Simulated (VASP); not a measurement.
A run of VASP 6.6.1:

Contents of INCAR:

```
SYSTEM = Be2CdS2
ALGO     = Normal         ! electronic algorithm
EDIFF    = 1E-6           ! SCF threshold, eV
EDIFFG   = -0.04          ! ionic threshold
ENCUT    = 600            ! plane-wave cutoff, eV
GGA      = PE             ! functional
IBRION   = 2              ! ionic algorithm
ISIF     = 3              ! what is computed and relaxed
ISMEAR   = 0              ! smearing method
LASPH    = .True.         ! aspherical terms in the spheres
LCHARG   = .False.        ! write CHGCAR
LREAL    = .False.        ! projectors in reciprocal space
LWAVE    = .False.        ! write WAVECAR
NELM     = 80             ! most SCF steps
NSW      = 90             ! ionic steps
PREC     = Accurate       ! precision mode
SIGMA    = 0.1            ! smearing width, eV
```

File KPOINTS:

```
k-points
0
Gamma
  6 6 2
  0 0 0
```

Contents of POSCAR:

```
Be2CdS2
1.0
    3.7726590800      0.0000000000      0.0000000000
   -1.8863295400      3.2672186100      0.0000000000
    0.0000000000      0.0000000000      8.1387649700
Be Cd S
2 1 2
Direct
    0.3333333300      0.6666666700      0.5000000000
    0.6666666700      0.3333333300      0.5000000000
    0.0000000000      0.0000000000      0.5000000000
    0.0000000000      0.0000000000      0.2458525400
    0.0000000000      0.0000000000      0.7541474600
```

Potentials or basis: VASP PAW PBE potentials, release 64 (Be, Cd, S).

Command:

```bash
$ cat potpaw_PBE.64/Be/POTCAR potpaw_PBE.64/Cd/POTCAR potpaw_PBE.64/S/POTCAR > POTCAR
$ mpirun -np 1 vasp_std > vasp.out
```

Hardware: 1 thread of Intel(R) Xeon(R) Platinum 8259CL CPU @ 2.50GHz (Skylake/Cascade Lake) (shared host).

How long does it take, and how much memory?

Wall time 5.7 min on 1 thread of Intel(R) Xeon(R) Platinum 8259CL CPU @ 2.50GHz (Skylake/Cascade Lake), on a shared host, peak memory 0.26 GiB. Counts: scf iterations 97, k points 14, ion steps 10.
